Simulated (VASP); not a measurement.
# Mo3S in VASP: further runs

Runs on Mo3S. Level: PBE. Tasks: single point.

All numbers are computed with VASP 6.6.1; they aren't measurements. Logs are shortened: lines on timing, memory, paths and dates and some standing lists are left out, and cuts for length are marked.

## 1. The cell of the first run

The cell holds a slab with vacuum, 4 atoms: a = 2.737 Å, b = 2.737 Å, c = 19.808 Å, α = 90.00°, β = 90.00°, γ = 109.47°.

## 2. Single point, PBE

Contents of INCAR:

```
ALGO = Normal ; DIPOL = 0.5 0.5 0.361
EDIFF = 1E-6 ; ENCUT = 400
GGA = PE ; GGA_COMPAT = F
IDIPOL = 3 ; ISIF = 2
ISMEAR = 0 ; ISYM = 0
LASPH = T ; LCHARG = F
LDIPOL = T ; LREAL = F
LWAVE = F ; NBANDS = 32
NELM = 120 ; NELMDL = -8
PREC = Accurate ; SIGMA = 0.1
```

Contents of KPOINTS:

```
k-points
0
Gamma
  10 10 1
```

Contents of POSCAR:

```
Mo3S
1.0
    2.7370454664      0.0000000000      0.0000000000
   -0.9123484888      2.5805112129      0.0000000000
    0.0000000000      0.0000000000     19.8082440452
Mo S
3 1
Direct
    0.5000000000      0.5000000000      0.2019361227
    0.0000000000      0.0000000000      0.3106875856
    0.5000000000      0.5000000000      0.4194336472
    0.6666666667      1.0000000000      0.5130211106
```

Potentials or basis: VASP PAW PBE potentials, release 64 (Mo_sv, S).

Started as:

```
$ cat potpaw_PBE.64/Mo_sv/POTCAR potpaw_PBE.64/S/POTCAR > POTCAR
$ mpirun -np 1 vasp_std > vasp.out
```

OUTCAR:

```text
EDIFF = 1E-6
   ENCUT = 400
   GGA = PE
   ISIF = 2
   ISMEAR = 0
   ISYM = 0
   LASPH = T
   LREAL = F
   NELM = 120
   NELMDL = -8
   PREC = Accurate

 ion  position               nearest neighbor table
   1  0.500  0.500  0.202-   2 2.67   2 2.67   2 3.10   2 3.10
   2  0.000  0.000  0.311-   3 2.67   3 2.67   1 2.67   1 2.67   3 3.10   3 3.10   1 3.10   1 3.10

   3  0.500  0.500  0.419-   4 2.26   4 2.44   2 2.67   2 2.67   4 2.90   2 3.10   2 3.10
   4  0.667  0.000  0.513-   3 2.26   3 2.44   3 2.90

IMPORTANT INFORMATION: All symmetrisations will be switched off!
NOSYMM: (Re-)initialisation of all symmetry stuff for point group C_1.

----------------------------------------------------------------------------------------

                                     Primitive cell

  volume of cell :     139.9052

  direct lattice vectors                    reciprocal lattice vectors
     2.737045466  0.000000000  0.000000000     0.365357467  0.129173371  0.000000000
    -0.912348489  2.580511213  0.000000000     0.000000000  0.387520114  0.000000000
     0.000000000  0.000000000 19.808244045     0.000000000  0.000000000  0.050484031

  length of vectors
     2.737045466  2.737045466 19.808244045     0.387520114  0.387520114  0.050484031

  position of ions in fractional coordinates (direct lattice)
     0.500000000  0.500000000  0.201936123
     0.000000000  0.000000000  0.310687586
     0.500000000  0.500000000  0.419433647
     0.666666667  0.000000000  0.513021111

  ion indices of the primitive-cell ions
   primitive index   ion index
                 1           1
                 2           2
                 3           3
                 4           4

----------------------------------------------------------------------------------------

 KPOINTS: k-points

Automatic generation of k-mesh.
 Grid dimensions read from file:
 generate k-points for:   10   10    1

 Generating k-lattice:

  Cartesian coordinates                     Fractional coordinates (reciprocal lattice)
     0.036535747  0.012917337  0.000000000     0.100000000 -0.000000000  0.000000000
     0.000000000  0.038752011  0.000000000     0.000000000  0.100000000  0.000000000
     0.000000000  0.000000000  0.050484031     0.000000000  0.000000000  1.000000000

  Length of vectors
     0.038752011  0.038752011  0.050484031

  Shift w.r.t. Gamma in fractional coordinates (k-lattice)
     0.000000000  0.000000000  0.000000000

 Subroutine IBZKPT returns following result:
 ===========================================

 Found     52 irreducible k-points:

 Following reciprocal coordinates:
            Coordinates               Weight
  0.000000  0.000000  0.000000      1.000000
  0.100000  0.000000  0.000000      2.000000
  0.000000  0.100000  0.000000      2.000000
  0.200000  0.000000  0.000000      2.000000
  0.000000  0.200000  0.000000      2.000000
  0.300000 -0.000000  0.000000      2.000000
[... 16 lines left out ...]
 -0.300000  0.100000  0.000000      2.000000
  0.100000 -0.300000  0.000000      2.000000
 [... further k-points ...]
   k-points           NKPTS =     52   k-points in BZ     NKDIM =     52   number of bands    NBANDS=     32
   number of dos      NEDOS =    301   number of ions     NIONS =      4
   total plane-waves  NPLWV =  45360
   dimension x,y,z NGX =    18 NGY =   18 NGZ =  140
   dimension x,y,z NGXF=    36 NGYF=   36 NGZF=  280
   ions per type =               3   1
   NGX,Y,Z   is equivalent  to a cutoff of  10.93, 10.93, 11.75 a.u.
   NGXF,Y,Z  is equivalent  to a cutoff of  21.87, 21.87, 23.50 a.u.
 SYSTEM =  unknown system
   PREC   = accura    normal or accurate (medium, high low for compatibility)
   ISTART =      0    job   : 0-new  1-cont  2-samecut
   ICHARG =      2    charge: 1-file 2-atom 10-const
   ISPIN  =      1    spin polarized calculation?
   LNONCOLLINEAR =      F non collinear calculations
   LSORBIT =      F    spin-orbit coupling
   LASPH  =      T    aspherical Exc in radial PAW
   ENCUT  =  400.0 eV  29.40 Ry    5.42 a.u.   4.46  4.46 32.30*2*pi/ulx,y,z
   NELM   =    120;   NELMIN=  2; NELMDL= -8     # of ELM steps
   EDIFF  = 0.1E-05   stopping-criterion for ELM
   LREAL  =      F    real-space projection
   EDIFFG = 0.1E-04   stopping-criterion for IOM
   NSW    =      0    number of steps for IOM
   IBRION =     -1    ionic relax: 0-MD 1-quasi-New 2-CG
   NFREE  =      0    steps in history (QN), initial steepest desc. (CG)
   ISIF   =      2    stress and relaxation
   ISYM   =      0    0-nonsym 1-usesym 2-fastsym
   POTIM  = 0.5000    time-step for ionic-motion
   TEBEG  =    0.0;   TEEND  =   0.0 temperature during run
   PSTRESS=    0.0 pullay stress
   NELECT =      48.0000    total number of electrons
   NUPDOWN=      -1.0000    fix difference up-down
   EMIN   =  10.00;   EMAX   =-10.00  energy-range for DOS
   EFERMI =   0.00;   METHOD = LEGACY
[... 31 lines left out ...]
  ---------------------------------------------------
  ext. energy  EPLUGINS =         0.00000000
  ---------------------------------------------------
  free energy    TOTEN  =       -35.40745499 eV

  energy without entropy =      -35.38380397  energy(sigma->0) =      -35.39562948

 E-fermi :   2.5405     XC(G=0):  -6.4687

 val. band max:        2.5388323355   @ k =   0.2000   0.3000   0.0000
 cond. band min:       2.5441577122   @ k =  -0.2000   0.2000   0.0000
 fundamental gap:      0.0053253766
 Fermi energy:         2.5405399573

 k-point     1 :       0.0000    0.0000    0.0000
  band No.  band energies     occupation
      1     -58.7270      2.00000
      2     -58.5755      2.00000
      3     -58.4112      2.00000
      4     -33.3112      2.00000
      5     -32.7538      2.00000
      6     -32.4844      2.00000
[... 24 lines left out ...]
     31       4.6858      0.00000
     32       5.0907      0.00000

 k-point     2 :       0.1000    0.0000    0.0000
  band No.  band energies     occupation
      1     -58.7101      2.00000
      2     -58.5644      2.00000
      3     -58.4028      2.00000
      4     -33.2820      2.00000
      5     -32.7892      2.00000
      6     -32.5045      2.00000
[... 24 lines left out ...]
     31       4.6556      0.00000
     32       4.9621      0.00000

 k-point     3 :       0.0000    0.1000    0.0000
  band No.  band energies     occupation
      1     -58.7100      2.00000
      2     -58.5643      2.00000
      3     -58.4028      2.00000
      4     -33.2809      2.00000
      5     -32.7899      2.00000
      6     -32.5026      2.00000
[... 24 lines left out ...]
     31       4.8590      0.00000
     32       5.1055      0.00000

 k-point     4 :       0.2000    0.0000    0.0000
  band No.  band energies     occupation
      1     -58.6643      2.00000
      2     -58.5361      2.00000
      3     -58.3811      2.00000
      4     -33.2108      2.00000
      5     -32.9113      2.00000
      6     -32.6352      2.00000
[... 24 lines left out ...]
     31       4.8756      0.00000
     32       5.1751      0.00000

 k-point     5 :       0.0000    0.2000    0.0000
  band No.  band energies     occupation
      1     -58.6639      2.00000
      2     -58.5358      2.00000
      3     -58.3811      2.00000
      4     -33.2061      2.00000
      5     -32.9144      2.00000
      6     -32.6373      2.00000
[... 584 lines left out ...]
     31       6.0121      0.00000
     32       6.2311      0.00000

 k-point    22 :       0.1000   -0.4000    0.0000
  band No.  band energies     occupation
      1     -58.5566      2.00000
      2     -58.4683      2.00000
      3     -58.3218      2.00000
      4     -33.2788      2.00000
      5     -33.2218      2.00000
      6     -32.9496      2.00000
[... 24 lines left out ...]
     31       6.0266      0.00000
     32       6.2248      0.00000

 k-point    23 :      -0.3000    0.1000    0.0000
  band No.  band energies     occupation
      1     -58.6130      2.00000
      2     -58.4942      2.00000
      3     -58.3422      2.00000
      4     -33.1676      2.00000
      5     -33.0224      2.00000
      6     -32.8207      2.00000
[... 24 lines left out ...]
     31       5.0896      0.00000
     32       5.7155      0.00000

 k-point    24 :       0.1000   -0.3000    0.0000
  band No.  band energies     occupation
      1     -58.6122      2.00000
      2     -58.4937      2.00000
      3     -58.3423      2.00000
      4     -33.1616      2.00000
      5     -33.0283      2.00000
      6     -32.8316      2.00000
[... 24 lines left out ...]
     31       4.8528      0.00000
     32       5.3818      0.00000

 [... further k-points ...]

------------------------ aborting loop because EDIFF is reached ----------------------------------------

 vacuum level on the upper side and lower side of the slab       (xc-potential included)        -0.157        -0.341

  FORCE on cell =-STRESS in cart. coord.  units (eV):
  Direction    XX          YY          ZZ          XY          YZ          ZX
  --------------------------------------------------------------------------------------
  -------------------------------------------------------------------------------------
  Total        2.4552686      4.5706119      1.3646806     -1.5660551      2.4540262      0.5814636
  in kB       28.1174452     52.3421054     15.6281607    -17.9342769     28.1032167      6.6588523
  external PRESSURE =      32.0292371 kB  Pullay stress =       0.0000000 kB

 VOLUME and BASIS-vectors are now :
 -----------------------------------------------------------------------------
  energy-cutoff  :      400.00
  volume of cell :      139.91
      direct lattice vectors                 reciprocal lattice vectors
     2.737045466  0.000000000  0.000000000     0.365357467  0.129173371  0.000000000
    -0.912348489  2.580511213  0.000000000     0.000000000  0.387520114  0.000000000
     0.000000000  0.000000000 19.808244045     0.000000000  0.000000000  0.050484031

 POSITION                                       TOTAL-FORCE (eV/Angst)
 -----------------------------------------------------------------------------------
      0.91235      1.29026      4.00000         0.039012      0.098842      0.025263
      0.00000      0.00000      6.15418        -0.251431     -0.272401     -0.840402
      0.91235      1.29026      8.30824         0.099631     -1.063361      0.820541
      1.82470      0.00000     10.16205         0.112788      1.236920     -0.005402
 -----------------------------------------------------------------------------------
    total drift:                                0.000019      0.000004     -0.000122

  FREE ENERGIE OF THE ION-ELECTRON SYSTEM (eV)
  ---------------------------------------------------
  free  energy   TOTEN  =       -35.4074549921 eV

  energy  without entropy=      -35.3838039702  energy(sigma->0) =      -35.39562948

 vacuum level on the upper side and lower side of the slab         7.172         6.949
```

Wall time 2.6 min (1 thread of Intel Xeon Platinum 8559C (Emerald Rapids), shared host); peak memory 0.27 GiB.

What came out:

* Free energy: -35.4075 eV
* Largest force: 1.347 eV/Å
* Band gap on the k mesh: zero (bands 24 and 25 overlap by 1.63 eV)

Forces on the atoms (eV/Å):
```
Mo   0.039  0.099  0.025
Mo  -0.251 -0.272 -0.840
Mo   0.100 -1.063  0.821
S    0.113  1.237 -0.005
```

## 3. Single point, PBE

Contents of INCAR:

```
SYSTEM = Mo3S
PREC = Accurate ; ENCUT = 520
EDIFF = 1E-7 ; ISMEAR = 0
SIGMA = 0.1 ; LREAL = .False.
LASPH = .True. ; NELM = 100
ALGO = Normal ; ISIF = 2
LWAVE = .False. ; LCHARG = .False.
LDIPOL = .True. ; IDIPOL = 3
DIPOL = 0.5 0.5 0.365 ; GGA = PE
NBANDS = 32
```

Contents of KPOINTS:

```
Automatic mesh
0
Gamma
  10 10 1
  0 0 0
```

POSCAR: that of step 2 with these lines changed.

```diff
@@ -11,2 +11,2 @@
     0.5000000000      0.5000000000      0.4194336472
-    0.6666666667      1.0000000000      0.5130211106
+    0.5000000000      0.8333333333      0.5277024058
```

Potentials or basis: VASP PAW PBE potentials, release 64 (Mo_sv, S).

Started as:

```
$ cat potpaw_PBE.64/Mo_sv/POTCAR potpaw_PBE.64/S/POTCAR > POTCAR
$ mpirun -np 1 vasp_std > vasp.out
```

It took 3.8 min on 1 thread of Intel Xeon Platinum 8488C (Sapphire Rapids), shared host; peak memory 0.35 GiB.

Results (log left out):

```
Free energy            : -35.0683 eV
Largest force          : 0.739 eV/Å
Band gap on the k mesh : zero (bands 24 and 25 overlap by 1.51 eV)
```

Forces on the atoms (eV/Å):
```
Mo   0.008  0.034  0.031
Mo   0.051 -0.131 -0.545
Mo   0.265 -0.462  0.512
S   -0.324  0.559  0.002
```

Levels at points of the mesh, in eV from the Fermi level:
```csv
k point,band 21,band 22,band 23,band 24,band 25,band 26,band 27,band 28
"(0.00, 0.00, 0.00)",-1.29,-1.04,-1.01,0.62,0.83,0.95,1.20,1.32
"(0.50, 0.00, 0.00)",-2.35,-0.68,0.23,0.70,1.44,1.63,1.73,2.05
"(0.00, 0.50, 0.00)",-1.62,-0.84,0.71,0.97,1.35,1.66,1.84,1.94
"(0.50, 0.50, 0.00)",-2.11,-1.72,-0.32,0.70,1.15,1.66,2.53,2.70
```

## 4. Single point, PBE

Contents of INCAR:

```
SYSTEM = Mo3S
PREC = Accurate
ENCUT = 520
EDIFF = 1E-7
ISMEAR = 0
SIGMA = 0.1
LREAL = .FALSE.
LASPH = .TRUE.
NELM = 80
ALGO = Normal
ISIF = 2
LWAVE = .FALSE.
LCHARG = .FALSE.
LDIPOL = .TRUE.
IDIPOL = 3
DIPOL = 0.5 0.5 0.367
GGA = PE
NBANDS = 32
```

Contents of KPOINTS:

```
regular mesh
0
G
  10 10 1
  0 0 0
```

POSCAR: that of step 3 with these lines changed.

```diff
@@ -11,2 +11,2 @@
     0.5000000000      0.5000000000      0.4194336472
-    0.5000000000      0.8333333333      0.5277024058
+    0.5000000000      0.6666666667      0.5371933551
```

Started as:

```
$ cat potpaw_PBE.64/Mo_sv/POTCAR potpaw_PBE.64/S/POTCAR > POTCAR
$ mpirun -np 1 vasp_std > vasp.out
```

It took 3.9 min on 1 thread of Intel Xeon Platinum 8488C (Sapphire Rapids), shared host; peak memory 0.34 GiB.

It converged, with:

- Free energy: -34.8803 eV
- Largest force: 0.683 eV/Å
- Band gap on the k mesh: zero (bands 24 and 25 overlap by 1.58 eV)

Forces on the atoms (eV/Å):
```
Mo   0.006  0.040  0.107
Mo  -0.003 -0.169 -0.662
Mo   0.248  0.009  0.556
S   -0.251  0.120 -0.001
```

Levels at points of the mesh, in eV from the Fermi level:
```csv
k point,band 21,band 22,band 23,band 24,band 25,band 26,band 27,band 28
"(0.00, 0.00, 0.00)",-1.25,-0.92,-0.86,0.81,0.99,1.31,1.36,1.53
"(0.50, 0.00, 0.00)",-2.34,-0.51,0.32,1.07,1.42,1.68,2.03,2.11
"(0.00, 0.50, 0.00)",-1.98,-0.54,0.53,0.81,1.43,1.68,2.02,2.26
"(0.50, 0.50, 0.00)",-1.95,-1.77,-0.06,0.40,1.14,1.76,2.82,2.83
```

## 5. Single point, PBE

Contents of INCAR:

```
PREC = Accurate ; ENCUT = 520
EDIFF = 1E-6 ; ISMEAR = 0
SIGMA = 0.1 ; LREAL = F
LASPH = T ; NELM = 80
ALGO = Normal ; ISIF = 2
LWAVE = F ; LCHARG = T
LDIPOL = T ; IDIPOL = 3
DIPOL = 0.5 0.5 0.365 ; GGA = PE
LELF = T ; LVHAR = T
LVACPOTAV = T ; NBANDS = 32
```

Contents of KPOINTS:

```
regular mesh
0
Gamma
  10 10 1
```

POSCAR: that of step 4 with these lines changed.

```diff
@@ -11,2 +11,2 @@
     0.5000000000      0.5000000000      0.4194336472
-    0.5000000000      0.6666666667      0.5371933551
+    0.6666666667      0.8333333333      0.5288319725
```

Started as:

```
$ cat potpaw_PBE.64/Mo_sv/POTCAR potpaw_PBE.64/S/POTCAR > POTCAR
$ mpirun -np 1 vasp_std > vasp.out
```

Wall time 3.9 min (1 thread of Intel Xeon Platinum 8488C (Sapphire Rapids), shared host); peak memory 0.34 GiB.

The run converged. Its results:

```
Free energy            : -34.9109 eV
Largest force          : 0.760 eV/Å
Band gap on the k mesh : zero (bands 24 and 25 overlap by 1.59 eV)
```

Forces in eV/Å, atoms in the order of the input:
```
Mo   0.058  0.085  0.012
Mo  -0.150 -0.320 -0.588
Mo   0.388 -0.298  0.582
S   -0.296  0.533 -0.006
```

Levels at points of the mesh, in eV from the Fermi level:
| k point | band 22 | band 23 | band 24 | band 25 | band 26 | band 27 |
| --- | --- | --- | --- | --- | --- | --- |
| (0.00, 0.00, 0.00) | -1.08 | -0.99 | 0.58 | 0.95 | 1.03 | 1.28 |
| (0.50, 0.00, 0.00) | -0.78 | 0.37 | 1.15 | 1.29 | 1.49 | 1.66 |
| (0.00, 0.50, 0.00) | -0.81 | 0.29 | 0.96 | 1.33 | 1.65 | 1.79 |
| (0.50, 0.50, 0.00) | -1.61 | -0.38 | 0.47 | 1.17 | 1.55 | 2.41 |

## 6. Single point, PBE

Contents of INCAR:

```
PREC = Accurate
ENCUT = 520
EDIFF = 1E-6
ISMEAR = 0
SIGMA = 0.1
LREAL = F
LASPH = T
NELM = 80
ALGO = Normal
ISIF = 2
LWAVE = F
LCHARG = F
LDIPOL = T
IDIPOL = 3
DIPOL = 0.5 0.5 0.363
GGA = PE
NBANDS = 32
```

Contents of KPOINTS:

```
Automatic mesh
0
Gamma
  10 10 1
```

POSCAR: that of step 5 with these lines changed.

```diff
@@ -11,2 +11,2 @@
     0.5000000000      0.5000000000      0.4194336472
-    0.6666666667      0.8333333333      0.5288319725
+    0.6666666667      1.1666666667      0.5186297739
```

Potentials or basis: VASP PAW PBE potentials, release 64 (Mo_sv, S).

Started as:

```
$ cat potpaw_PBE.64/Mo_sv/POTCAR potpaw_PBE.64/S/POTCAR > POTCAR
$ mpirun -np 1 vasp_std > vasp.out
```

Wall time 3.6 min (1 thread of Intel Xeon Platinum 8488C (Sapphire Rapids), shared host); peak memory 0.34 GiB.

The run converged. Its results:

- Free energy: -35.2580 eV
- Largest force: 1.351 eV/Å
- Band gap on the k mesh: zero (bands 24 and 25 overlap by 1.42 eV)

Forces on the atoms (eV/Å):
```
Mo   0.030  0.044 -0.039
Mo  -0.179 -0.119 -0.482
Mo  -0.594  1.094  0.526
S    0.742 -1.019 -0.004
```

Levels at points of the mesh, in eV from the Fermi level:
```csv
k point,band 21,band 22,band 23,band 24,band 25,band 26,band 27,band 28
"(0.00, 0.00, 0.00)",-1.31,-1.13,-1.03,0.32,0.76,0.99,1.07,1.30
"(0.50, 0.00, 0.00)",-1.85,-0.78,-0.26,0.68,1.43,1.66,1.87,2.15
"(0.00, 0.50, 0.00)",-1.57,-0.90,0.58,1.01,1.37,1.63,1.73,1.89
"(0.50, 0.50, 0.00)",-2.29,-1.51,-0.13,0.80,1.07,1.67,2.61,2.86
```

## 7. Single point, PBE

Contents of INCAR:

```
ALGO = Normal
DIPOL = 0.5 0.5 0.360
EDIFF = 1E-6
ENCUT = 520
GGA = PE
IDIPOL = 3
ISIF = 2
ISMEAR = 0
LASPH = True
LCHARG = True
LDIPOL = True
LELF = True
LREAL = False
LVACPOTAV = True
LVHAR = True
LWAVE = False
NBANDS = 32
NELM = 100
PREC = Accurate
SIGMA = 0.1
```

Contents of KPOINTS:

```
k-points
0
Gamma
  10 10 1
```

POSCAR: that of step 6 with these lines changed.

```diff
@@ -11,2 +11,2 @@
     0.5000000000      0.5000000000      0.4194336472
-    0.6666666667      1.1666666667      0.5186297739
+    0.8333333333      1.0000000000      0.5092859172
```

Started as:

```
$ cat potpaw_PBE.64/Mo_sv/POTCAR potpaw_PBE.64/S/POTCAR > POTCAR
$ mpirun -np 1 vasp_std > vasp.out
```

Wall time 3.8 min (1 thread of Intel Xeon Platinum 8488C (Sapphire Rapids), shared host); peak memory 0.35 GiB.

It converged, with:

```
Free energy            : -35.3485 eV
Largest force          : 2.321 eV/Å
Band gap on the k mesh : zero (bands 24 and 25 overlap by 1.63 eV)
```

Forces on the atoms (eV/Å):
```
Mo   0.024  0.117  0.051
Mo  -0.298 -0.258 -1.127
Mo   0.820 -1.882  1.082
S   -0.546  2.023 -0.006
```

Levels at points of the mesh, in eV from the Fermi level:
| k point | band 22 | band 23 | band 24 | band 25 | band 26 | band 27 |
| --- | --- | --- | --- | --- | --- | --- |
| (0.00, 0.00, 0.00) | -1.31 | -1.21 | -0.05 | 0.20 | 0.86 | 1.24 |
| (0.50, 0.00, 0.00) | -1.01 | -0.26 | 1.03 | 1.33 | 1.63 | 1.72 |
| (0.00, 0.50, 0.00) | -1.01 | -0.40 | 1.20 | 1.27 | 1.62 | 1.71 |
| (0.50, 0.50, 0.00) | -0.99 | -0.23 | 0.77 | 0.90 | 1.37 | 2.62 |

## 8. Summary

```tsv
cell	cutoff (eV)	gap on the mesh (eV)	largest force (eV/Å)
as given, atomic positions A	400	none	1.35
as given, atomic positions B	520	none	0.74
as given, atomic positions C	520	none	0.68
as given, atomic positions D	520	none	0.76
as given, atomic positions E	520	none	1.35
as given, atomic positions F	520	none	2.32
```

Alike in all rows: task single point; level PBE; potentials or basis VASP PAW PBE potentials, release 64 (Mo_sv, S); no spin polarisation; k mesh 10 × 10 × 1; smearing gaussian 0.1 eV.

Total energies depend on the potentials used, so only differences within one code and one set of settings carry meaning.
